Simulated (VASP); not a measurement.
Runs of VASP 6.6.1 on TaN. The structure is that of space group P-6m2 (No. 187), or close to it. The cells are those of the table. 

| cell | gap on the mesh (eV) | pressure (GPa) |
| --- | --- | --- |
| a = 2.882, b = 2.882, c = 2.718 Å, angles 90.0, 90.0, 120.0°, 2 atoms | none | 39.5 |
| a = 3.119, b = 3.119, c = 2.826 Å, angles 90.0, 90.0, 120.0°, 2 atoms | none | -28.8 |
| a = 2.806, b = 2.806, c = 2.868 Å, angles 90.0, 90.0, 120.0°, 2 atoms | none | (c) |
| a = 3.081, b = 3.081, c = 2.792 Å, angles 90.0, 90.0, 120.0°, 2 atoms | none | -19.9 |
| a = 2.821, b = 2.821, c = 2.715 Å, angles 90.0, 90.0, 120.0°, 2 atoms | none | (b) |
| a = 2.859, b = 2.859, c = 2.643 Å, angles 90.0, 90.0, 120.0°, 2 atoms | none | 66.3 |
| a = 2.769, b = 2.769, c = 2.945 Å, angles 90.0, 90.0, 120.0°, 2 atoms | none | 36.0 |
| a = 3.000, b = 3.000, c = 2.945 Å, angles 90.0, 90.0, 120.0°, 2 atoms | none | -23.1 |
| a = 2.844, b = 2.844, c = 2.792 Å, angles 90.0, 90.0, 120.0°, 2 atoms | none | 37.6 |
| a = 2.863, b = 2.863, c = 2.755 Å, angles 90.0, 90.0, 120.0°, 2 atoms | none | 38.5 |
| a = 3.061, b = 3.061, c = 2.830 Å, angles 90.0, 90.0, 120.0°, 2 atoms | none | -21.0 |
| a = 2.980, b = 2.980, c = 2.985 Å, angles 90.0, 90.0, 120.0°, 2 atoms | none | (a) |

Alike in all rows: task single point; level PBEsol; potentials or basis VASP PAW PBE potentials, release 64 (Ta_pv, N); no spin polarisation; k mesh 21 × 21 × 18; cutoff (eV) 520; smearing gaussian 0.15 eV.

Task: Fill in the values left out.

Result: (a) -23.5; (b) 63.8; (c) 36.5.

Caveats: the PAW data sets were made with another functional, which shifts forces and pressure a little; spin-orbit coupling is left out, which moves the levels of the heavy elements; the cell stands under pressure (at least some runs); the cell stands under tension (at least some runs).

A k mesh can miss the band edges, and the runs leave out spin-orbit coupling on Ta.

A gap of «none» marks levels without a gap at the run's occupations.
